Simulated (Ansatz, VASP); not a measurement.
# One calculation of CdF2, two programs

File INCAR:

```
SYSTEM = CdF2
ALGO = Normal ; EDIFF = 1E-6
ENCUT = 700 ; GGA = PS
GGA_COMPAT = .FALSE. ; ISIF = 2
ISMEAR = -1 ; LASPH = .TRUE.
LCHARG = .FALSE. ; LREAL = .FALSE.
LWAVE = .FALSE. ; NBANDS = 24
NELM = 120 ; PREC = Accurate
SIGMA = 0.05
```

Contents of KPOINTS:

```
k-points
0
G
  9 9 9
  0 0 0
```

File POSCAR:

```
CdF2
1.0
    0.0000000000      2.7294514339      2.7294514339
    2.7294514339      0.0000000000      2.7294514339
    2.7294514339      2.7294514339      0.0000000000
Cd F
1 2
Direct
    0.0000000000      0.0000000000      0.0000000000
    0.7500000000      0.7500000000      0.7500000000
    0.2500000000      0.2500000000      0.2500000000
```

Contents of input.yaml:

```yaml
crystal:
  lattice:
    - [0.0, 2.7294514339, 2.7294514339]
    - [2.7294514339, 0.0, 2.7294514339]
    - [2.7294514339, 2.7294514339, 0.0]
  atoms:
    - { symbol: Cd, position: [0.0, 0.0, 0.0] }
    - { symbol: F, position: [0.75, 0.75, 0.75] }
    - { symbol: F, position: [0.25, 0.25, 0.25] }
hamiltonian:
  xc: pbesol
  pseudopotentials: { kind: paw }
kpoints:
  mp_grid: { grid: [9, 9, 9] }
scf:
  occupations: { method: fermi_dirac, width: 0.05 }
output:
  forces: true
  stress: true
  eigenvalues: true
```

Alike in both runs: task single point; functional PBEsol; k mesh 9 × 9 × 9; occupations fermi-dirac, width 0.05 eV; no spin polarisation.

|  | VASP | Ansatz |
| --- | --- | --- |
| version | VASP 6.6.1 | Ansatz 0.2.0 |
| potentials or method | VASP PAW PBE potentials, release 64 (Cd_sv_GW, F) | Ansatz PAW |
| plane-wave cutoff (eV) | 700 | 420 |
| valence electrons in the cell | 34 | 34 |

Ansatz gave:

* gap on the k mesh at the Fermi level (eV): 2.83
* least direct gap on the mesh (eV): 3.34
* pressure (GPa): -4.1

Q: What did VASP give for the same quantities?

A: gap on the k mesh at the Fermi level (eV): 2.82; least direct gap on the mesh (eV): 3.33; pressure (GPa): -4.4.

VASP's potentials were made for PBE, not for PBEsol. With one functional, cell and mesh, what is left measures potentials, basis and numerics.

Noted on Ansatz's run: odd divisions of the mesh miss points on the zone boundary, where band edges often lie, so the gap on the mesh can be too wide.
